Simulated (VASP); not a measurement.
# Be2C (Fm-3m) in VASP: settings compared, part 2 of 2

VASP 6.6.1. The steps go on from the part before.

## Step 3: Relaxation of cell and atoms, r2SCAN+D4

Input file POSCAR:

```
Be2C
1.0
    0.0000000000      2.1650000000      2.1650000000
    2.1650000000      0.0000000000      2.1650000000
    2.1650000000      2.1650000000      0.0000000000
Be C
2 1
Direct
    0.2500000000      0.2500000000      0.2500000000
    0.7500000000      0.7500000000      0.7500000000
    0.0000000000      0.0000000000      0.0000000000
```

Input file INCAR.step1:

```
SYSTEM = Be2C
PREC = Accurate ; ENCUT = 660
ISMEAR = 0 ; SIGMA = 0.01
LREAL = .FALSE. ; LASPH = .TRUE.
NELM = 120 ; GGA = PE
ALGO = Normal ; EDIFF = 1E-5
LWAVE = .TRUE. ; LCHARG = .FALSE.
GGA_COMPAT = .FALSE. ; IBRION = 2
ISIF = 3 ; EDIFFG = -0.005
NELMIN = 4 ; NSW = 100
```

Input file INCAR.step2:

```
SYSTEM = Be2C
PREC = Accurate ; ENCUT = 660
EDIFF = 1E-7 ; ISMEAR = 0
SIGMA = 0.01 ; LREAL = .FALSE.
LASPH = .TRUE. ; NELM = 120
ALGO = Normal ; ISIF = 3
LWAVE = .FALSE. ; LCHARG = .FALSE.
METAGGA = R2SCAN ; LMIXTAU = .TRUE.
IVDW = 13 ; VDW_S6 = 1.0
VDW_S8 = 0.6018749 ; VDW_A1 = 0.51559235
VDW_A2 = 5.77342911 ; IBRION = 2
NSW = 100 ; EDIFFG = -0.01
ISTART = 1 ; GGA_COMPAT = .FALSE.
NELMIN = 4
```

Input file KPOINTS:

```
regular mesh
0
G
  8 8 8
  0 0 0
```

Potentials or basis: VASP PAW PBE potentials, release 64 (Be, C).

Launch:

```sh
> cat potpaw_PBE.64/Be/POTCAR potpaw_PBE.64/C/POTCAR > POTCAR
> cp INCAR.step1 INCAR
> mpirun -np 1 vasp_std > vasp.out
> cp INCAR.step2 INCAR
> mpirun -np 1 vasp_std > vasp.out
```

OUTCAR:

```text
SYSTEM = Be2C
   PREC = Accurate
   ENCUT = 660
   EDIFF = 1E-7
   ISMEAR = 0
   LREAL = .FALSE.
   LASPH = .TRUE.
   NELM = 120
   ISIF = 3
   METAGGA = R2SCAN
   IVDW = 13
   IBRION = 2
   NSW = 100
   EDIFFG = -0.01
   ISTART = 1
   NELMIN = 4

 ion  position               nearest neighbor table
   1  0.250  0.250  0.250-   3 1.87   3 1.87   3 1.87   3 1.87   2 2.17   2 2.17   2 2.17   2 2.17
                             2 2.17   2 2.17
   2  0.750  0.750  0.750-   3 1.87   3 1.87   3 1.87   3 1.87   1 2.17   1 2.17   1 2.17   1 2.17
                             1 2.17   1 2.17
   3  0.000  0.000  0.000-   2 1.87   2 1.87   2 1.87   1 1.87   2 1.87   1 1.87   1 1.87   1 1.87

  LATTYP: Found a face centered cubic cell.
 ALAT       =     4.3300000000

  Lattice vectors:

 A1 = (   0.0000000000,   2.1650000000,   2.1650000000)
 A2 = (   2.1650000000,   0.0000000000,   2.1650000000)
 A3 = (   2.1650000000,   2.1650000000,   0.0000000000)

Analysis of symmetry for initial positions (statically):
=====================================================================
 Subroutine PRICEL returns:
 Original cell was already a primitive cell.

 Routine SETGRP: Setting up the symmetry group for a
 face centered cubic supercell.

 Subroutine GETGRP returns: Found 48 space group operations
 (whereof 48 operations were pure point group operations)
 out of a pool of 48 trial point group operations.

The static configuration has the point symmetry O_h .

Analysis of symmetry for dynamics (positions and initial velocities):
=====================================================================
 Subroutine PRICEL returns:
 Original cell was already a primitive cell.

 Routine SETGRP: Setting up the symmetry group for a
 face centered cubic supercell.

 Subroutine GETGRP returns: Found 48 space group operations
 (whereof 48 operations were pure point group operations)
 out of a pool of 48 trial point group operations.

The dynamic configuration has the point symmetry O_h .

 Subroutine INISYM returns: Found 48 space group operations
 (whereof 48 operations are pure point group operations),
 and found     1 'primitive' translations

----------------------------------------------------------------------------------------

                                     Primitive cell

  volume of cell :      20.2957

  direct lattice vectors                    reciprocal lattice vectors
     0.000000000  2.165000000  2.165000000    -0.230946882  0.230946882  0.230946882
     2.165000000  0.000000000  2.165000000     0.230946882 -0.230946882  0.230946882
     2.165000000  2.165000000  0.000000000     0.230946882  0.230946882 -0.230946882

  length of vectors
     3.061772363  3.061772363  3.061772363     0.400011734  0.400011734  0.400011734

  position of ions in fractional coordinates (direct lattice)
     0.250000000  0.250000000  0.250000000
     0.750000000  0.750000000  0.750000000
     0.000000000  0.000000000  0.000000000

  ion indices of the primitive-cell ions
   primitive index   ion index
                 1           1
                 2           2
                 3           3

----------------------------------------------------------------------------------------

 KPOINTS: regular mesh

Automatic generation of k-mesh.
 Grid dimensions read from file:
 generate k-points for:    8    8    8

 Generating k-lattice:

  Cartesian coordinates                     Fractional coordinates (reciprocal lattice)
    -0.028868360  0.028868360  0.028868360     0.125000000  0.000000000  0.000000000
     0.028868360 -0.028868360  0.028868360     0.000000000  0.125000000  0.000000000
     0.028868360  0.028868360 -0.028868360     0.000000000  0.000000000  0.125000000

  Length of vectors
     0.050001467  0.050001467  0.050001467

  Shift w.r.t. Gamma in fractional coordinates (k-lattice)
     0.000000000  0.000000000  0.000000000

 Subroutine IBZKPT returns following result:
 ===========================================

 Found     29 irreducible k-points:

 Following reciprocal coordinates:
            Coordinates               Weight
  0.000000  0.000000  0.000000      1.000000
  0.125000  0.000000  0.000000      8.000000
  0.250000  0.000000  0.000000      8.000000
  0.375000  0.000000  0.000000      8.000000
  0.500000  0.000000  0.000000      4.000000
  0.125000  0.125000  0.000000      6.000000
[... 16 lines left out ...]
  0.500000  0.250000  0.125000     48.000000
 -0.375000  0.250000  0.125000     24.000000
 [... further k-points ...]
   k-points           NKPTS =     29   k-points in BZ     NKDIM =     29   number of bands    NBANDS=      8
   number of dos      NEDOS =    301   number of ions     NIONS =      3
   total plane-waves  NPLWV =  21952
   dimension x,y,z NGX =    28 NGY =   28 NGZ =   28
   dimension x,y,z NGXF=    56 NGYF=   56 NGZF=   56
   ions per type =               2   1
   NGX,Y,Z   is equivalent  to a cutoff of  15.20, 15.20, 15.20 a.u.
   NGXF,Y,Z  is equivalent  to a cutoff of  30.41, 30.41, 30.41 a.u.
 SYSTEM =  Be2C
   PREC   = accura    normal or accurate (medium, high low for compatibility)
   ISTART =      1    job   : 0-new  1-cont  2-samecut
   ICHARG =      0    charge: 1-file 2-atom 10-const
   ISPIN  =      1    spin polarized calculation?
   LNONCOLLINEAR =      F non collinear calculations
   LSORBIT =      F    spin-orbit coupling
   LASPH  =      T    aspherical Exc in radial PAW
   ENCUT  =  660.0 eV  48.51 Ry    6.96 a.u.   6.41  6.41  6.41*2*pi/ulx,y,z
   NELM   =    120;   NELMIN=  4; NELMDL=  0     # of ELM steps
   EDIFF  = 0.1E-06   stopping-criterion for ELM
   LREAL  =      F    real-space projection
   EDIFFG = -.1E-01   stopping-criterion for IOM
   NSW    =    100    number of steps for IOM
   IBRION =      2    ionic relax: 0-MD 1-quasi-New 2-CG
   NFREE  =      1    steps in history (QN), initial steepest desc. (CG)
   ISIF   =      3    stress and relaxation
   ISYM   =      2    0-nonsym 1-usesym 2-fastsym
   POTIM  = 0.5000    time-step for ionic-motion
   TEBEG  =    0.0;   TEEND  =   0.0 temperature during run
   PSTRESS=    0.0 pullay stress
   NELECT =       8.0000    total number of electrons
   NUPDOWN=      -1.0000    fix difference up-down
   EMIN   =  10.00;   EMAX   =-10.00  energy-range for DOS
   EFERMI =   0.00;   METHOD = LEGACY
   ISMEAR =     0;   SIGMA  =   0.01  broadening in eV -4-tet -1-fermi 0-gaus
   EFERMI_NEDOS =   21; number of points for ismear=-14 and -15
   IALGO  =     38    algorithm
   IMIX   =      4    mixing-type and parameters
     AMIX     =   0.40;   BMIX     =  1.00
     AMIX_MAG =   1.60;   BMIX_MAG =  1.00
  volume/ion in A,a.u.               =       6.77        45.65
  Fermi-wavevector in a.u.,A,eV,Ry     =   1.200338  2.268310 19.603432  1.440812
  Thomas-Fermi vector in A             =   2.336177
   LORBIT       =      0    0 simple, 1 ext, 2 COOP (PROOUT), +10 PAW based schemes
   METAGGA = R2SCAN    functional components
   LHFCALC =     F    Hartree Fock is set to
   AEXX    =    0.0000 exact exchange contribution
   IVDW    =    13    specifies the selected vdW correction
   LEPSILON=     F    determine dielectric tensor
   LRPA    =     F    only Hartree local field effects (RPA)
 conjugate gradient relaxation of ions
 non-spin polarized calculation
 Gauss-broadening in eV      SIGMA  =   0.01
  energy-cutoff  :      660.00
  volume of cell :       20.30
 maximum number of plane-waves:       817
 NGX is ok and might be reduce to    28
   NGX = 13   NGY = 13   NGZ = 13

--------------------------------------- Ionic step        1  -------------------------------------------

 number of electron       8.0000000 magnetization

 Free energy of the ion-electron system (eV)
  ---------------------------------------------------
  ext. energy  EPLUGINS =         0.00000000
  ---------------------------------------------------
  free energy    TOTEN  =       -19.47577749 eV

  energy without entropy =      -19.47577749  energy(sigma->0) =      -19.47577749

------------------------ aborting loop because EDIFF is reached ----------------------------------------

  DFT-D4 for vdW energy calculation

  Edisp (eV):   -0.19414
[... 73 lines left out ...]
--------------------------------------- Ionic step        3  -------------------------------------------

 number of electron       8.0000000 magnetization

 Free energy of the ion-electron system (eV)
  ---------------------------------------------------
  ext. energy  EPLUGINS =         0.00000000
  ---------------------------------------------------
  free energy    TOTEN  =       -19.47519655 eV

  energy without entropy =      -19.47519655  energy(sigma->0) =      -19.47519655

 E-fermi :   7.8564     XC(G=0): -12.0602

 val. band max:        7.8008804547   @ k =   0.0000   0.0000   0.0000
 cond. band min:       9.3287197680   @ k =   0.5000   0.5000   0.0000
 fundamental gap:      1.5278393133
 Fermi energy:         7.8563706693

 k-point     1 :       0.0000    0.0000    0.0000
  band No.  band energies     occupation
      1      -8.2024      2.00000
      2       7.8009      2.00000
      3       7.8009      2.00000
      4       7.8009      2.00000
      5      12.4355      0.00000
      6      12.4355      0.00000
      7      12.4355      0.00000
      8      15.3027      0.00000
[... 243 lines left out ...]
 k-point    24 :      -0.3750    0.2500    0.1250
  band No.  band energies     occupation
      1      -4.7461      2.00000
      2      -0.6050      2.00000
      3       3.4681      2.00000
      4       4.2697      2.00000
      5      13.5137      0.00000
      6      15.0213      0.00000
      7      18.4584      0.00000
      8      19.3809      0.00000

 [... further k-points ...]

------------------------ aborting loop because EDIFF is reached ----------------------------------------

  DFT-D4 for vdW energy calculation

  Edisp (eV):   -0.19587
[... 26 lines left out ...]
  FREE ENERGIE OF THE ION-ELECTRON SYSTEM (eV)
  ---------------------------------------------------
  free  energy   TOTEN  =       -19.6710691632 eV

  energy  without entropy=      -19.6710691632  energy(sigma->0) =      -19.67106916

 reached required accuracy - stopping structural energy minimisation
```

Run time: 2.9 min. Hardware: 1 thread of Intel Xeon 8259CL, shared host; peak memory 0.16 GiB.

Results:

```yaml
Free_energy: -19.6711 eV
Relaxed_volume: 6.70 Å³/atom
Relaxed_cell: a = 3.052 Å, b = 3.052 Å, c = 3.052 Å, α = 60.00°, β = 60.00°, γ = 60.00°
Space_group_after_relaxing_to_0.1_Å: Fm-3m (No. 225)
Energy_gained_by_relaxing: 0.4 meV/atom
Ionic_steps: 3
Pressure_after_relaxing: 0.0 GPa
Band_gap_on_the_k_mesh: 1.53 eV (least direct gap 4.63 eV)
Dispersion_energy_per_atom: -0.065 eV
```

The path:
```
step  energy change (eV)  largest force (eV/Å)  pressure (GPa)  volume (Å³)
   1              0.0000                0.0000           -1.94        20.30
   2             -0.0011                0.0000            0.48        20.06
   3             -0.0012                0.0000           -0.02        20.10
```

Final structure:
```yaml
crystal:
  lattice:
    - [0.00000, 2.15818, 2.15818]
    - [2.15818, 0.00000, 2.15818]
    - [2.15818, 2.15818, 0.00000]
  atoms:
    - { symbol: Be, position: [0.25000, 0.25000, 0.25000] }
    - { symbol: Be, position: [0.75000, 0.75000, 0.75000] }
    - { symbol: C, position: [0.00000, 0.00000, 0.00000] }
```

Levels at points of the mesh, in eV from the valence-band top:
```csv
k point,band 1,band 2,band 3,band 4,band 5,band 6,band 7,band 8
"(0.00, 0.00, 0.00)",-16.00,0.00,0.00,0.00,4.63,4.63,4.63,7.50
"(0.50, 0.00, 0.00)",-13.03,-9.13,-1.92,-1.92,5.55,5.55,7.66,10.85
"(0.50, 0.50, 0.00)",-12.21,-7.16,-4.95,-4.95,1.53,6.23,14.49,14.49
```

Caveat: the PAW data sets were made with another functional, which shifts forces and pressure a little. A k mesh can miss the band edges.
